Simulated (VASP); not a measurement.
# Ta16H2C in VASP: single point with PBE

Aim: the single point of Ta16H2C with PBE.

Program: VASP 6.6.1. These are calculated values, not measurements. Logs are shortened: lines on timing, memory, paths and dates and some standing lists are left out, and cuts for length are marked.

## 1. The cell of the first run

The cell holds a slab with vacuum, 19 atoms: a = 6.620 Å, b = 5.733 Å, c = 18.022 Å, α = 90.00°, β = 90.00°, γ = 54.74°.

## 2. Single point, PBE

Input file INCAR:

```
  PREC = Accurate
  ENCUT = 520
  EDIFF = 1E-6
  ISMEAR = 0
  SIGMA = 0.05
  LREAL = Auto
  LASPH = T
  NELM = 80
  ALGO = Normal
  ISIF = 2
  LWAVE = F
  LCHARG = T
  GGA = PE
  LELF = T
  LVHAR = T
  NBANDS = 106
```

Input file KPOINTS:

```
regular mesh
0
Gamma
  3 4 1
```

Input file POSCAR:

```
Ta16H2C
1.0
    6.6200000000      0.0000000000      0.0000000000
    3.3100000000      4.6810470000      0.0000000000
    0.0000000000      0.0000000000     18.0215700000
Ta C H
16 1 2
Direct
   -0.2500000000      0.5000000000      0.0554891000
    0.2500000000      0.5000000000      0.0554891000
   -0.2500000000      1.0000000000      0.0554891000
    0.2500000000      1.0000000000      0.0554891000
    0.0005037371     -0.0018828758      0.1817017811
    0.5003790932     -0.0015450621      0.1800819070
    0.0005010178      0.4990397324      0.1807910946
    0.4990083785      0.4994359361      0.1809899338
   -0.2476158871      0.4907435042      0.3114479779
    0.2525811124      0.4957151236      0.3115453660
   -0.2508439106      0.9941700282      0.3091599800
    0.2541031169      0.9956402564      0.3095155020
    0.0022841827     -0.0116888088      0.4402187503
    0.5091641107     -0.0179011327      0.4299230733
    0.0064952902      0.4858792415      0.4394770767
    0.5036847819      0.4868259931      0.4410567556
   -0.1661473945      0.3379962235      0.5203623689
   -0.0633599607      0.1229314127      0.5503598103
   -0.2281257236      0.4842896742      0.5681023825
```

Potentials or basis: VASP PAW PBE potentials, release 64 (Ta_pv, C, H).

Launch:

```console
$ cat potpaw_PBE.64/Ta_pv/POTCAR potpaw_PBE.64/C/POTCAR potpaw_PBE.64/H/POTCAR > POTCAR
$ mpirun -np 1 vasp_std > vasp.out
```

OUTCAR:

```text
PREC = Accurate
   ENCUT = 520
   EDIFF = 1E-6
   ISMEAR = 0
   LREAL = Auto
   LASPH = T
   NELM = 80
   ISIF = 2
   GGA = PE

 ion  position               nearest neighbor table
   1  0.750  0.500  0.055-   7 2.80   8 2.81   3 2.87   3 2.87   4 2.87   4 2.87   6 3.24   5 3.27
                             2 3.31   2 3.31
   2  0.250  0.500  0.055-   8 2.80   7 2.80   4 2.87   3 2.87   4 2.87   3 2.87   6 3.25   5 3.26
                             1 3.31   1 3.31
   3  0.750  0.000  0.055-   6 2.79   5 2.81   1 2.87   1 2.87   2 2.87   2 2.87   8 3.25   7 3.26
                             4 3.31   4 3.31
   4  0.250  0.000  0.055-   6 2.79   5 2.81   2 2.87   1 2.87   2 2.87   1 2.87   7 3.25   8 3.26
                             3 3.31   3 3.31
   5  0.001  0.998  0.182-   3 2.81   4 2.81  11 2.84  12 2.85   8 2.86   7 2.86   7 2.87   8 2.87
                             2 3.26   1 3.27   9 3.28   6 3.31   6 3.31  10 3.32
   6  0.500  0.998  0.180-   4 2.79   3 2.79  11 2.84  12 2.85   7 2.87   8 2.87   8 2.87   7 2.87
                             1 3.24   2 3.25   5 3.31   5 3.31  10 3.32   9 3.35
   7  0.001  0.499  0.181-   2 2.80   1 2.80   5 2.86   6 2.87   6 2.87   5 2.87  10 2.88   9 2.89
                             4 3.25   3 3.26  11 3.27   8 3.30  12 3.31   8 3.32
   8  0.499  0.499  0.181-   2 2.80   1 2.81   5 2.86   6 2.87   6 2.87  10 2.87   9 2.87   5 2.87
                             3 3.25   4 3.26  12 3.28   7 3.30  11 3.31   7 3.32
   9  0.752  0.491  0.311-  15 2.85  11 2.86  12 2.86  16 2.87  12 2.87   8 2.87  11 2.87   7 2.89
                            14 3.14   5 3.28  10 3.29  13 3.30  10 3.33   6 3.35
  10  0.253  0.496  0.312-  15 2.84  16 2.85  11 2.86  12 2.86   8 2.87  12 2.87  11 2.88   7 2.88
                            14 3.21  13 3.27   9 3.29   5 3.32   6 3.32   9 3.33
  11  0.749  0.994  0.309-  14 2.72   6 2.84   5 2.84  10 2.86   9 2.86   9 2.87  10 2.88  13 2.88
                            12 3.27   7 3.27   8 3.31  16 3.31  15 3.34  12 3.35
  12  0.254  0.996  0.310-  14 2.72   5 2.85   6 2.85  10 2.86   9 2.86   9 2.87  10 2.87  13 2.90
                            11 3.27  15 3.28   8 3.28   7 3.31  11 3.35  16 3.36
  13  0.002  0.988  0.440-  18 2.08  17 2.18  16 2.86  15 2.86  15 2.87  16 2.87  11 2.88  12 2.90
                            10 3.27  14 3.29   9 3.30  14 3.34
  14  0.509  0.982  0.430-  11 2.72  12 2.72  15 2.85  16 2.87  16 2.88  15 2.89   9 3.14  10 3.21
                            13 3.29  13 3.34
  15  0.006  0.486  0.439-  17 2.30  10 2.84   9 2.85  14 2.85  13 2.86  13 2.87  14 2.89  12 3.28
                            16 3.29  16 3.33  11 3.34
  16  0.504  0.487  0.441-  17 2.32  10 2.85  13 2.86   9 2.87  14 2.87  13 2.87  14 2.88  15 3.29
                            11 3.31  15 3.33  12 3.36
  17  0.834  0.338  0.520-  19 1.10  18 1.14  13 2.18  15 2.30  16 2.32
  18  0.937  0.123  0.550-  17 1.14  13 2.08
  19  0.772  0.484  0.568-  17 1.10

  LATTYP: Found a base centered orthorhombic cell.
 ALAT       =     6.6200000000
 B/A-ratio  =     1.4142135952
 C/A-ratio  =     2.7222915408

  Lattice vectors:

 A1 = (   3.3100000000,  -4.6810470000,   0.0000000000)
 A2 = (   3.3100000000,   4.6810470000,   0.0000000000)
 A3 = (   0.0000000000,   0.0000000000,  18.0215700000)

Analysis of symmetry for initial positions (statically):
=====================================================================
 Subroutine PRICEL returns:
 Original cell was already a primitive cell.

 Routine SETGRP: Setting up the symmetry group for a
 base centered orthorhombic supercell.

 Subroutine GETGRP returns: Found  1 space group operations
 (whereof  1 operations were pure point group operations)
 out of a pool of  8 trial point group operations.

The static configuration has the point symmetry C_1 .

Analysis of symmetry for dynamics (positions and initial velocities):
=====================================================================
 Subroutine PRICEL returns:
 Original cell was already a primitive cell.

 Routine SETGRP: Setting up the symmetry group for a
 base centered orthorhombic supercell.

 Subroutine GETGRP returns: Found  1 space group operations
 (whereof  1 operations were pure point group operations)
 out of a pool of  8 trial point group operations.

The dynamic configuration has the point symmetry C_1 .

 Subroutine INISYM returns: Found  1 space group operations
 (whereof  1 operations are pure point group operations),
 and found     1 'primitive' translations

----------------------------------------------------------------------------------------

                                     Primitive cell

  volume of cell :     558.4620

  direct lattice vectors                    reciprocal lattice vectors
[... 63 lines left out ...]
     0.000000000  0.000000000  0.055489061     0.000000000  0.000000000  1.000000000

  Length of vectors
     0.061668926  0.053406855  0.055489061

  Shift w.r.t. Gamma in fractional coordinates (k-lattice)
     0.000000000  0.000000000  0.000000000

 WARNING: IBZKPT: internal override: KBLOWUP is changed to .FALSE.
      ... skipping the blow-up phase ...

 Subroutine IBZKPT returns following result:
 ===========================================

 Found      7 irreducible k-points:

 Following reciprocal coordinates:
            Coordinates               Weight
  0.000000  0.000000  0.000000      1.000000
  0.333333  0.000000  0.000000      2.000000
  0.000000  0.250000  0.000000      2.000000
  0.333333  0.250000  0.000000      2.000000
 -0.333333  0.250000  0.000000      2.000000
  0.000000  0.500000  0.000000      1.000000
  0.333333  0.500000  0.000000      2.000000
   k-points           NKPTS =      7   k-points in BZ     NKDIM =      7   number of bands    NBANDS=    106
   number of dos      NEDOS =    301   number of ions     NIONS =     19
   total plane-waves  NPLWV = 336000
   dimension x,y,z NGX =    50 NGY =   48 NGZ =  140
   dimension x,y,z NGXF=   100 NGYF=   96 NGZF=  280
   ions per type =              16   1   2
   NGX,Y,Z   is equivalent  to a cutoff of  12.56, 13.92, 12.91 a.u.
   NGXF,Y,Z  is equivalent  to a cutoff of  25.11, 27.84, 25.83 a.u.
 SYSTEM =  unknown system
   PREC   = accura    normal or accurate (medium, high low for compatibility)
   ISTART =      0    job   : 0-new  1-cont  2-samecut
   ICHARG =      2    charge: 1-file 2-atom 10-const
   ISPIN  =      1    spin polarized calculation?
   LNONCOLLINEAR =      F non collinear calculations
   LSORBIT =      F    spin-orbit coupling
   LASPH  =      T    aspherical Exc in radial PAW
   ENCUT  =  520.0 eV  38.22 Ry    6.18 a.u.  12.31 10.66 33.51*2*pi/ulx,y,z
   NELM   =     80;   NELMIN=  2; NELMDL= -5     # of ELM steps
   EDIFF  = 0.1E-05   stopping-criterion for ELM
   LREAL  =      T    real-space projection
   EDIFFG = 0.1E-04   stopping-criterion for IOM
   NSW    =      0    number of steps for IOM
   IBRION =     -1    ionic relax: 0-MD 1-quasi-New 2-CG
   NFREE  =      0    steps in history (QN), initial steepest desc. (CG)
   ISIF   =      2    stress and relaxation
   ISYM   =      2    0-nonsym 1-usesym 2-fastsym
   POTIM  = 0.5000    time-step for ionic-motion
   TEBEG  =    0.0;   TEEND  =   0.0 temperature during run
   PSTRESS=    0.0 pullay stress
   NELECT =     182.0000    total number of electrons
   NUPDOWN=      -1.0000    fix difference up-down
   EMIN   =  10.00;   EMAX   =-10.00  energy-range for DOS
   EFERMI =   0.00;   METHOD = LEGACY
   ISMEAR =     0;   SIGMA  =   0.05  broadening in eV -4-tet -1-fermi 0-gaus
   EFERMI_NEDOS =   21; number of points for ismear=-14 and -15
   IALGO  =     38    algorithm
   IMIX   =      4    mixing-type and parameters
     AMIX     =   0.40;   BMIX     =  1.00
     AMIX_MAG =   1.60;   BMIX_MAG =  1.00
  volume/ion in A,a.u.               =      29.39       198.35
  Fermi-wavevector in a.u.,A,eV,Ry     =   1.126594  2.128954 17.268704  1.269214
  Thomas-Fermi vector in A             =   2.263276
   LORBIT       =      0    0 simple, 1 ext, 2 COOP (PROOUT), +10 PAW based schemes
   GGA     = PE    functional components
   LHFCALC =     F    Hartree Fock is set to
   AEXX    =    0.0000 exact exchange contribution
   IVDW    =     0    specifies the selected vdW correction
   LEPSILON=     F    determine dielectric tensor
   LRPA    =     F    only Hartree local field effects (RPA)
 non-spin polarized calculation
 Gauss-broadening in eV      SIGMA  =   0.05
  energy-cutoff  :      520.00
  volume of cell :      558.46
 maximum number of plane-waves:     15058
 NGX is ok and might be reduce to    50
   NGX = 25   NGY = 21   NGZ = 67

 number of electron     181.9999994 magnetization

 Free energy of the ion-electron system (eV)
  ---------------------------------------------------
  ext. energy  EPLUGINS =         0.00000000
  ---------------------------------------------------
  free energy    TOTEN  =      -196.89101557 eV

  energy without entropy =     -196.86832224  energy(sigma->0) =     -196.87966891

 E-fermi :   1.0999     XC(G=0):  -7.8556

 val. band max:        1.0508073941   @ k =   0.0000   0.2500   0.0000
 cond. band min:       1.1055315424   @ k =   0.0000   0.0000   0.0000
 fundamental gap:      0.0547241483
 Fermi energy:         1.0998969386

 k-point     1 :       0.0000    0.0000    0.0000
  band No.  band energies     occupation
      1     -33.3905      2.00000
      2     -33.3757      2.00000
      3     -33.3662      2.00000
      4     -33.3648      2.00000
      5     -33.3489      2.00000
      6     -33.3299      2.00000
[... 731 lines left out ...]
    102       2.6872      0.00000
    103       2.8432      0.00000
 [bands above 103 left out]

------------------------ aborting loop because EDIFF is reached ----------------------------------------

  FORCE on cell =-STRESS in cart. coord.  units (eV):
  Direction    XX          YY          ZZ          XY          YZ          ZX
  --------------------------------------------------------------------------------------
  -------------------------------------------------------------------------------------
  Total       -6.2401695     -5.8741510      0.0684653      0.8831442     -0.0004364     -0.0125883
  in kB      -17.9024865    -16.8524123      0.1964207      2.5336614     -0.0012520     -0.0361147
  external PRESSURE =     -11.5194927 kB  Pullay stress =       0.0000000 kB

 VOLUME and BASIS-vectors are now :
 -----------------------------------------------------------------------------
  energy-cutoff  :      520.00
  volume of cell :      558.46
      direct lattice vectors                 reciprocal lattice vectors
     6.620000000  0.000000000  0.000000000     0.151057402 -0.106813711  0.000000000
     3.310000000  4.681047000  0.000000000     0.000000000  0.213627421  0.000000000
     0.000000000  0.000000000 18.021570000     0.000000000  0.000000000  0.055489061

 POSITION                                       TOTAL-FORCE (eV/Angst)
 -----------------------------------------------------------------------------------
      6.62000      2.34052      1.00000         0.018033     -0.147205     -0.102629
      3.31000      2.34052      1.00000        -0.046333     -0.000280     -0.040517
      4.96500      0.00000      1.00000         0.017221      0.065657      0.058329
      1.65500      0.00000      1.00000         0.011504      0.085707      0.061155
      3.30710      4.67223      3.27455         0.000173     -0.002186     -0.004478
      6.61740      4.67381      3.24536        -0.001218      0.003051     -0.000926
[... 11 lines left out ...]
      6.60746      0.57545      9.91835        -0.005156     -0.030166      0.012885
      6.71281      2.26698     10.23810        -0.005238      0.019541      0.013025
 -----------------------------------------------------------------------------------
    total drift:                               -0.001417      0.001590     -0.004087

  FREE ENERGIE OF THE ION-ELECTRON SYSTEM (eV)
  ---------------------------------------------------
  free  energy   TOTEN  =      -196.8910155703 eV

  energy  without entropy=     -196.8683222444  energy(sigma->0) =     -196.87966891
```

Run time: 35 min. Hardware: 1 thread of Oxide Virtual Turin-like, shared host; peak memory 0.8 GiB.

What came out:

| Quantity | Value |
| --- | --- |
| Free energy | -196.8910 eV |
| Largest force | 0.180 eV/Å |
| Band gap on the k mesh | zero (bands 91 and 92 overlap by 0.75 eV) |

Forces in eV/Å, atoms in the order of the input:
```
Ta   0.018 -0.147 -0.103
Ta  -0.046  0.000 -0.041
Ta   0.017  0.066  0.058
Ta   0.012  0.086  0.061
Ta   0.000 -0.002 -0.004
Ta  -0.001  0.003 -0.001
Ta   0.002  0.003 -0.005
Ta  -0.004  0.000 -0.007
Ta  -0.001 -0.006 -0.001
Ta  -0.001 -0.008  0.000
Ta   0.012 -0.001  0.009
Ta  -0.008 -0.002  0.009
Ta   0.003 -0.015 -0.013
Ta  -0.002  0.002  0.009
Ta   0.008  0.003 -0.017
Ta  -0.005  0.014  0.001
C    0.007  0.015  0.018
H   -0.005 -0.030  0.013
H   -0.005  0.020  0.013
```

Levels at points of the mesh, in eV from the Fermi level:
```tsv
k point	band 87	band 88	band 89	band 90	band 91	band 92	band 93	band 94	band 95	band 96
(0.00, 0.00, 0.00)	0.01	0.10	0.30	0.36	0.57	0.58	0.64	1.02	1.21	1.24
(0.00, 0.50, 0.00)	-0.21	-0.16	0.10	0.11	0.15	0.20	0.23	0.30	0.35	0.36
```

Caveat: there is no dipole correction, which matters where the two faces differ; spin-orbit coupling is left out, which moves the levels of the heavy elements.

The gap in the log of VASP goes by the Fermi energy; the results here count the filled bands.